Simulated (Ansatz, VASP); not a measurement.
## One calculation of W, two programs

```
W
1.0
     0.00000    2.03674    2.03674
     2.03674    0.00000    2.03674
     2.03674    2.03674    0.00000
W
1
Direct
  0.00000 0.00000 0.00000
```

Alike in both runs: task single point; functional PBEsol; k mesh 12 × 12 × 12; no spin polarisation.

|  | VASP | Ansatz |
| --- | --- | --- |
| version | VASP 6.6.1 | Ansatz 0.2.0 |
| potentials or method | VASP PAW PBE potentials, release 64 (W_sv), cutoff 520 eV | plane waves, PAW |
| occupations | fermi-dirac, width 0.1 eV | fermi-dirac |
| valence electrons in the cell | 14 | 14 |

|  | VASP | Ansatz | Ansatz less VASP |
| --- | --- | --- | --- |
| pressure (GPa) | -14.8 | -15.2 | -0.44 |

VASP's potentials were made for PBE, not for PBEsol.

Neither program's run includes spin-orbit coupling.
